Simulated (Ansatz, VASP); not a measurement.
This is a calculation of CuO for Ansatz 0.2.0.

The input input.yaml:

```yaml
crystal:
  lattice:
    - [2.3261324123, -1.699814419, 0.0]
    - [2.3261324123, 1.699814419, 0.0]
    - [-0.8443223728, 0.0, 5.0239229397]
  atoms:
    - { symbol: Cu, position: [0.5, 0.0, 0.5] }
    - { symbol: Cu, position: [0.0, 0.5, 0.0] }
    - { symbol: O, position: [0.4184, 0.5816, 0.75] }
    - { symbol: O, position: [0.5816, 0.4184, 0.25] }
kpoints:
  mp_grid: { grid: [10, 10, 5] }
scf:
  occupations: { method: fermi_dirac, width: 0.05 }
hamiltonian:
  xc: lda
  pseudopotentials: { kind: all_electron, lapw: { basis_error: 0.002 } }
output:
  forces: true
  stress: true
  eigenvalues: true
```

Potentials or basis: all-electron LAPW, scalar-relativistic.

Command:

```sh
$ ansatz run input.yaml --threads 2 --pin off --max-ram 8192MiB --backend cpu --events-out ev --progress --plain --runs-dir out
```

Question: Translate it to VASP 6.6.1. Potentials there: VASP PAW LDA potentials, release 64 (Cu, O).

Answer: As run (the cutoff follows the program's own potentials):

INCAR

```
PREC = Accurate
ENCUT = 520
EDIFF = 1E-6
ISMEAR = -1
SIGMA = 0.05
LREAL = False
LASPH = True
NELM = 60
ALGO = Normal
ISIF = 2
LWAVE = False
LCHARG = False
NBANDS = 25
```

KPOINTS

```
Automatic mesh
0
Gamma
  10 10 5
```

File POSCAR:

```
CuO
1.0
    2.3261324123     -1.6998144190      0.0000000000
    2.3261324123      1.6998144190      0.0000000000
   -0.8443223728      0.0000000000      5.0239229397
Cu O
2 2
Direct
    0.5000000000      0.0000000000      0.5000000000
    0.0000000000      0.5000000000      0.0000000000
    0.4184000000      0.5816000000      0.7500000000
    0.5816000000      0.4184000000      0.2500000000
```

Potentials or basis: VASP PAW LDA potentials, release 64 (Cu, O).

The run is started by

```sh
$ cat potpaw_LDA.64/Cu/POTCAR potpaw_LDA.64/O/POTCAR > POTCAR
$ mpirun -np 1 vasp_std > vasp.out
```

Both were run:

|  | VASP | Ansatz | Ansatz less VASP |
| --- | --- | --- | --- |
| gap on the k mesh at the Fermi level (eV) | none | none | - |
| pressure (GPa) | -5.3 | -6.0 | -0.73 |
| traceless stress, the component that is largest in VASP (GPa) | 2.78 | 3.11 | +0.330 |
| rms of the force components (eV/Å) | 0.148 | 0.164 | +0.0162 |

LDA's correlation is that of Perdew and Zunger in VASP and of Perdew and Wang (1992) in Ansatz. Atom by atom the forces differ by 0.016 eV/Å (rms over components). A gap of «none» marks a metal or a gap that the smearing closes. Ansatz ran all-electron here, and VASP with PAW potentials.
